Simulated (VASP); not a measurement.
# LiB2C2 (P-3m1) in VASP: single point with PBE

Aim: the single point of LiB2C2 with PBE.

All numbers are computed with VASP 6.6.1; they aren't measurements. Logs are shortened: lines on timing, memory, paths and dates and some standing lists are left out, and cuts for length are marked.

## Step 1: The cell of the first run

Symmetry: P-3m1, No. 164, trigonal system. Conventional cell: a = 2.715 Å, b = 2.715 Å, c = 7.118 Å, α = 90.00°, β = 90.00°, γ = 120.00°. Li (site symmetry -3m) has 6 C at 2.33 Å and 6 B at 2.37 Å and 6 Li at 2.71 Å within 3.1 Å. Within 2.1 Å of B (site symmetry 3m) lie 3 C at 1.57 Å. Within 2.1 Å of C (site symmetry 3m) lie 3 B at 1.57 Å.

## Step 2: Single point, PBE

INCAR reads:

```
SYSTEM = LiB2C2
PREC = Accurate
ENCUT = 520
EDIFF = 1E-7
ISMEAR = -1
SIGMA = 0.1
LREAL = .FALSE.
LASPH = .TRUE.
NELM = 80
ALGO = Normal
ISIF = 2
LWAVE = .FALSE.
LCHARG = .FALSE.
GGA = PE
NBANDS = 16
```

KPOINTS reads:

```
regular mesh
0
G
  7 7 3
  0 0 0
```

POSCAR reads:

```
LiB2C2
1.0
    2.7146442900      0.0000000000      0.0000000000
   -1.3573221400      2.3509509200      0.0000000000
    0.0000000000      0.0000000000      7.1180530000
Li B C
1 2 2
Direct
    0.0000000000      0.0000000000      0.5000000000
    0.3333333298      0.6666666695      0.7498129994
    0.6666666702      0.3333333305      0.2501870006
    0.3333333298      0.6666666695      0.2582190003
    0.6666666702      0.3333333305      0.7417809997
```

Potentials or basis: VASP PAW PBE potentials, release 64 (Li_sv, B, C).

Started as:

```
$ cat potpaw_PBE.64/Li_sv/POTCAR potpaw_PBE.64/B/POTCAR potpaw_PBE.64/C/POTCAR > POTCAR
$ mpirun -np 1 vasp_std > vasp.out
```

OUTCAR:

```text
SYSTEM = LiB2C2
   PREC = Accurate
   ENCUT = 520
   EDIFF = 1E-7
   ISMEAR = -1
   LREAL = .FALSE.
   LASPH = .TRUE.
   NELM = 80
   ISIF = 2
   GGA = PE

 ion  position               nearest neighbor table
   1  0.000  0.000  0.500-   4 2.33   5 2.33   4 2.33   5 2.33   5 2.33   4 2.33   2 2.37   3 2.37
                             2 2.37   3 2.37   2 2.37   3 2.37
   2  0.333  0.667  0.750-   5 1.57   5 1.57   5 1.57   1 2.37   1 2.37   1 2.37
   3  0.667  0.333  0.250-   4 1.57   4 1.57   4 1.57   1 2.37   1 2.37   1 2.37
   4  0.333  0.667  0.258-   3 1.57   3 1.57   3 1.57   1 2.33   1 2.33   1 2.33
   5  0.667  0.333  0.742-   2 1.57   2 1.57   2 1.57   1 2.33   1 2.33   1 2.33

  LATTYP: Found a hexagonal cell.
 ALAT       =     2.7146442900
 C/A-ratio  =     2.6220941824

  Lattice vectors:

 A1 = (   2.7146442900,   0.0000000000,   0.0000000000)
 A2 = (  -1.3573221400,   2.3509509200,   0.0000000000)
 A3 = (   0.0000000000,   0.0000000000,   7.1180530000)

Analysis of symmetry for initial positions (statically):
=====================================================================
 Subroutine PRICEL returns:
 Original cell was already a primitive cell.

 Routine SETGRP: Setting up the symmetry group for a
 hexagonal supercell.

 Subroutine GETGRP returns: Found 12 space group operations
 (whereof 12 operations were pure point group operations)
 out of a pool of 24 trial point group operations.

The static configuration has the point symmetry D_3d.

Analysis of symmetry for dynamics (positions and initial velocities):
=====================================================================
 Subroutine PRICEL returns:
 Original cell was already a primitive cell.

 Routine SETGRP: Setting up the symmetry group for a
 hexagonal supercell.

 Subroutine GETGRP returns: Found 12 space group operations
 (whereof 12 operations were pure point group operations)
 out of a pool of 24 trial point group operations.

The dynamic configuration has the point symmetry D_3d.

 Subroutine INISYM returns: Found 12 space group operations
 (whereof 12 operations are pure point group operations),
 and found     1 'primitive' translations

----------------------------------------------------------------------------------------

                                     Primitive cell

  volume of cell :      45.4274

  direct lattice vectors                    reciprocal lattice vectors
     2.714644290  0.000000000  0.000000000     0.368372388  0.212679896  0.000000000
    -1.357322140  2.350950920  0.000000000     0.000000000  0.425359794  0.000000000
     0.000000000  0.000000000  7.118053000     0.000000000  0.000000000  0.140487855

  length of vectors
     2.714644290  2.714644290  7.118053000     0.425359794  0.425359794  0.140487855

  position of ions in fractional coordinates (direct lattice)
     0.000000000  0.000000000  0.500000000
     0.333333330  0.666666670  0.749812999
     0.666666670  0.333333330  0.250187001
     0.333333330  0.666666670  0.258219000
     0.666666670  0.333333330  0.741781000

  ion indices of the primitive-cell ions
   primitive index   ion index
                 1           1
                 2           2
                 3           3
                 4           4
                 5           5

----------------------------------------------------------------------------------------

 KPOINTS: regular mesh

Automatic generation of k-mesh.
 Grid dimensions read from file:
 generate k-points for:    7    7    3

 Generating k-lattice:

  Cartesian coordinates                     Fractional coordinates (reciprocal lattice)
     0.052624627  0.030382842  0.000000000     0.142857143  0.000000000  0.000000000
     0.000000000  0.060765685  0.000000000     0.000000000  0.142857143  0.000000000
     0.000000000  0.000000000  0.046829285     0.000000000  0.000000000  0.333333333

  Length of vectors
     0.060765685  0.060765685  0.046829285

  Shift w.r.t. Gamma in fractional coordinates (k-lattice)
     0.000000000  0.000000000  0.000000000

 Subroutine IBZKPT returns following result:
 ===========================================

 Found     20 irreducible k-points:

 Following reciprocal coordinates:
            Coordinates               Weight
  0.000000  0.000000  0.000000      1.000000
  0.142857  0.000000  0.000000      6.000000
  0.285714  0.000000  0.000000      6.000000
  0.428571 -0.000000  0.000000      6.000000
  0.142857  0.142857  0.000000      6.000000
  0.285714  0.142857  0.000000     12.000000
[... 12 lines left out ...]
  0.428571  0.142857  0.333333     12.000000
  0.285714  0.285714  0.333333     12.000000
   k-points           NKPTS =     20   k-points in BZ     NKDIM =     20   number of bands    NBANDS=     16
   number of dos      NEDOS =    301   number of ions     NIONS =      5
   total plane-waves  NPLWV =  21600
   dimension x,y,z NGX =    20 NGY =   20 NGZ =   54
   dimension x,y,z NGXF=    40 NGYF=   40 NGZF=  108
   ions per type =               1   2   2
   NGX,Y,Z   is equivalent  to a cutoff of  12.25, 12.25, 12.61 a.u.
   NGXF,Y,Z  is equivalent  to a cutoff of  24.50, 24.50, 25.22 a.u.
 SYSTEM =  LiB2C2
   PREC   = accura    normal or accurate (medium, high low for compatibility)
   ISTART =      0    job   : 0-new  1-cont  2-samecut
   ICHARG =      2    charge: 1-file 2-atom 10-const
   ISPIN  =      1    spin polarized calculation?
   LNONCOLLINEAR =      F non collinear calculations
   LSORBIT =      F    spin-orbit coupling
   LASPH  =      T    aspherical Exc in radial PAW
   ENCUT  =  520.0 eV  38.22 Ry    6.18 a.u.   5.05  5.05 13.23*2*pi/ulx,y,z
   NELM   =     80;   NELMIN=  2; NELMDL= -5     # of ELM steps
   EDIFF  = 0.1E-06   stopping-criterion for ELM
   LREAL  =      F    real-space projection
   EDIFFG = 0.1E-05   stopping-criterion for IOM
   NSW    =      0    number of steps for IOM
   IBRION =     -1    ionic relax: 0-MD 1-quasi-New 2-CG
   NFREE  =      0    steps in history (QN), initial steepest desc. (CG)
   ISIF   =      2    stress and relaxation
   ISYM   =      2    0-nonsym 1-usesym 2-fastsym
   POTIM  = 0.5000    time-step for ionic-motion
   TEBEG  =    0.0;   TEEND  =   0.0 temperature during run
   PSTRESS=    0.0 pullay stress
   NELECT =      17.0000    total number of electrons
   NUPDOWN=      -1.0000    fix difference up-down
   EMIN   =  10.00;   EMAX   =-10.00  energy-range for DOS
   EFERMI =   0.00;   METHOD = LEGACY
   ISMEAR =    -1;   SIGMA  =   0.10  broadening in eV -4-tet -1-fermi 0-gaus
   EFERMI_NEDOS =   21; number of points for ismear=-14 and -15
   IALGO  =     38    algorithm
   IMIX   =      4    mixing-type and parameters
     AMIX     =   0.40;   BMIX     =  1.00
     AMIX_MAG =   1.60;   BMIX_MAG =  1.00
  volume/ion in A,a.u.               =       9.09        61.31
  Fermi-wavevector in a.u.,A,eV,Ry     =   1.179737  2.229380 18.936311  1.391780
  Thomas-Fermi vector in A             =   2.316042
   LORBIT       =      0    0 simple, 1 ext, 2 COOP (PROOUT), +10 PAW based schemes
   GGA     = PE    functional components
[... 5 lines left out ...]
 non-spin polarized calculation
  energy-cutoff  :      520.00
  volume of cell :       45.43
 maximum number of plane-waves:      1240
   NGX = 11   NGY = 11   NGZ = 27

 number of electron      17.0000001 magnetization

 Free energy of the ion-electron system (eV)
  ---------------------------------------------------
  ext. energy  EPLUGINS =         0.00000000
  ---------------------------------------------------
  free energy    TOTEN  =       -33.82940140 eV

  energy without entropy =      -33.77603862  energy(sigma->0) =      -33.80272001

 E-fermi :   2.5667     XC(G=0): -10.0409

 val. band max:        2.5609642884   @ k =   0.1429   0.0000   0.0000
 cond. band min:       2.9537166040   @ k =   0.4286  -0.0000   0.0000
 fundamental gap:      0.3927523156
 Fermi energy:         2.5666676665

 k-point     1 :       0.0000    0.0000    0.0000
  band No.  band energies     occupation
      1     -42.1533      2.00000
      2     -11.1877      2.00000
      3     -10.9189      2.00000
      4      -2.5034      2.00000
      5      -0.5918      2.00000
      6       3.2061      0.00333
[... 8 lines left out ...]
     15      13.3222      0.00000
     16      13.9397      0.00000

 k-point     2 :       0.1429    0.0000    0.0000
  band No.  band energies     occupation
      1     -42.1439      2.00000
      2     -10.8068      2.00000
      3     -10.5309      2.00000
      4      -2.0895      2.00000
      5      -0.1332      2.00000
      6       1.6588      1.99977
[... 8 lines left out ...]
     15      14.0371      0.00000
     16      14.4870      0.00000

 k-point     3 :       0.2857    0.0000    0.0000
  band No.  band energies     occupation
      1     -42.1226      2.00000
      2      -9.6918      2.00000
      3      -9.3996      2.00000
      4      -1.5035      2.00000
      5      -1.2259      2.00000
      6      -0.7740      2.00000
[... 8 lines left out ...]
     15      15.5228      0.00000
     16      16.7321      0.00000

 k-point     4 :       0.4286   -0.0000    0.0000
  band No.  band energies     occupation
      1     -42.1056      2.00000
      2      -8.0645      2.00000
      3      -7.7735      2.00000
      4      -4.2355      2.00000
      5      -4.0346      2.00000
      6       0.4745      2.00000
[... 8 lines left out ...]
     15      14.7282      0.00000
     16      16.2856      0.00000
[... 248 lines left out ...]
 k-point    18 :      -0.1429    0.4286    0.3333
  band No.  band energies     occupation
      1     -42.1094      2.00000
      2      -8.5908      2.00000
      3      -8.4016      2.00000
      4      -2.8162      2.00000
      5      -2.6091      2.00000
      6      -0.3944      2.00000
[... 8 lines left out ...]
     15      14.1947      0.00000
     16      15.4500      0.00000

 k-point    19 :       0.4286    0.1429    0.3333
  band No.  band energies     occupation
      1     -42.1008      2.00000
      2      -7.3292      2.00000
      3      -7.1446      2.00000
      4      -4.5655      2.00000
      5      -4.4404      2.00000
      6      -0.7942      2.00000
[... 8 lines left out ...]
     15      14.3310      0.00000
     16      15.4678      0.00000

 k-point    20 :       0.2857    0.2857    0.3333
  band No.  band energies     occupation
      1     -42.0987      2.00000
      2      -7.1646      2.00000
      3      -7.0144      2.00000
      4      -3.6565      2.00000
      5      -3.4823      2.00000
      6      -2.4608      2.00000
[... 8 lines left out ...]
     15      14.3235      0.00000
     16      15.7939      0.00000

------------------------ aborting loop because EDIFF is reached ----------------------------------------

  FORCE on cell =-STRESS in cart. coord.  units (eV):
  Direction    XX          YY          ZZ          XY          YZ          ZX
  --------------------------------------------------------------------------------------
  -------------------------------------------------------------------------------------
  Total       -0.2189439     -0.2189439      0.0602401     -0.0000000     -0.0000000     -0.0000000
  in kB       -7.7219266     -7.7219267      2.1246083     -0.0000000     -0.0000000     -0.0000000
  external PRESSURE =      -4.4397483 kB  Pullay stress =       0.0000000 kB

 VOLUME and BASIS-vectors are now :
 -----------------------------------------------------------------------------
  energy-cutoff  :      520.00
  volume of cell :       45.43
      direct lattice vectors                 reciprocal lattice vectors
     2.714644290  0.000000000  0.000000000     0.368372388  0.212679896  0.000000000
    -1.357322140  2.350950920  0.000000000     0.000000000  0.425359794  0.000000000
     0.000000000  0.000000000  7.118053000     0.000000000  0.000000000  0.140487855

 POSITION                                       TOTAL-FORCE (eV/Angst)
 -----------------------------------------------------------------------------------
      0.00000      0.00000      3.55903         0.000000      0.000000      0.000000
     -0.00000      1.56730      5.33721         0.000000      0.000000      0.011618
      1.35732      0.78365      1.78084        -0.000000      0.000000     -0.011618
     -0.00000      1.56730      1.83802        -0.000000      0.000000      0.016626
      1.35732      0.78365      5.28004         0.000000     -0.000000     -0.016626
 -----------------------------------------------------------------------------------
    total drift:                               -0.000000      0.000000      0.000000

  FREE ENERGIE OF THE ION-ELECTRON SYSTEM (eV)
  ---------------------------------------------------
  free  energy   TOTEN  =       -33.8294013958 eV

  energy  without entropy=      -33.7760386216  energy(sigma->0) =      -33.80272001
```

Run time: 24 s. Hardware: 1 thread of Intel Xeon 6975P-C, shared host; peak memory 0.15 GiB.

What came out:

| Property | Result |
| --- | --- |
| Free energy | -33.8294 eV |
| Largest force | 0.017 eV/Å |

Forces in eV/Å, atoms in the order of the input:
```
Li   0.000  0.000  0.000
B    0.000  0.000  0.012
B    0.000  0.000 -0.012
C    0.000  0.000  0.017
C    0.000  0.000 -0.017
```

Caveat: the k points lie up to 0.38 Å⁻¹ apart; the cutoff is under 1.25 times the usual one of these potentials, so pressure, stress and relaxed cells hold a basis-set (Pulay) error.
